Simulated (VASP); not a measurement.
Set up this calculation in VASP 6.6.1, as the native input.

| Quantity | Value |
| --- | --- |
| Task | single point |
| Functional | PBE-based screened hybrid |
| Potentials or basis | VASP PAW PBE potentials, release 64 (Sc_sv, Al) |
| Cutoff | 520 eV |
| k mesh | 4 × 4 × 4 |
| Occupations | fermi-dirac, width 0.05 eV |
| Spin | no spin polarisation |
| Dipole correction | no |
| Grid for exact exchange (PRECFOCK) | Normal |
| Share of exact exchange | 0.25 |
| Further INCAR settings | ALGO = Normal; EDIFF = 1e-06; NBANDS = 18 |
| Screening parameter | 0.3 1/Å |

ScAl3:

```
Sc Al
1.0
     4.08781    0.00000    0.00000
     0.00000    4.08781    0.00000
     0.00000    0.00000    4.08781
Sc Al
1 3
Direct
  0.00000 0.00000 0.00000
  0.50000 0.50000 0.00000
  0.00000 0.50000 0.50000
  0.50000 0.00000 0.50000
```

One way to write it, as run:

POSCAR

```
ScAl3
1.0
    4.0878065700      0.0000000000      0.0000000000
    0.0000000000      4.0878065700      0.0000000000
    0.0000000000      0.0000000000      4.0878065700
Sc Al
1 3
Direct
    0.0000000000      0.0000000000      0.0000000000
    0.5000000000      0.5000000000      0.0000000000
    0.0000000000      0.5000000000      0.5000000000
    0.5000000000      0.0000000000      0.5000000000
```

INCAR.step1

```
SYSTEM = ScAl3
  ALGO = Normal
  EDIFF = 1E-5
  ENCUT = 520
  GGA = PE
  ISIF = 2
  ISMEAR = -1
  LASPH = .True.
  LCHARG = .False.
  LREAL = .False.
  LWAVE = .True.
  NBANDS = 18
  NELM = 60
  PREC = Accurate
  SIGMA = 0.05
```

INCAR.step2

```
SYSTEM = ScAl3
  AEXX = 0.25
  ALGO = Normal
  EDIFF = 1E-6
  ENCUT = 520
  GGA = PE
  HFSCREEN = 0.3
  ISIF = 2
  ISMEAR = -1
  ISTART = 1
  LASPH = .True.
  LCHARG = .False.
  LHFCALC = .True.
  LREAL = .False.
  LWAVE = .False.
  NBANDS = 18
  NELM = 60
  PREC = Accurate
  PRECFOCK = Normal
  SIGMA = 0.05
```

KPOINTS

```
k-points
0
Gamma
  4 4 4
  0 0 0
```

Potentials or basis: VASP PAW PBE potentials, release 64 (Sc_sv, Al).

The run is started by

```bash
$ cat potpaw_PBE.64/Sc_sv/POTCAR potpaw_PBE.64/Al/POTCAR > POTCAR
$ cp INCAR.step1 INCAR
$ mpirun -np 1 vasp_std > vasp.out
$ cp INCAR.step2 INCAR
$ mpirun -np 1 vasp_std > vasp.out
```

It gave:

```
Pressure               : 0.7 GPa
Band gap on the k mesh : zero (band 10 reaches 8.33 eV, above the bottom of band 11 at 3.84 eV)
```

Caveat: the k points lie up to 0.38 Å⁻¹ apart; the PAW data sets were made with another functional, which shifts forces and pressure a little.

Wall time 24 min on 1 thread of Oxide Virtual Turin-like Processor, with other jobs on the host, peak memory 0.25 GiB.
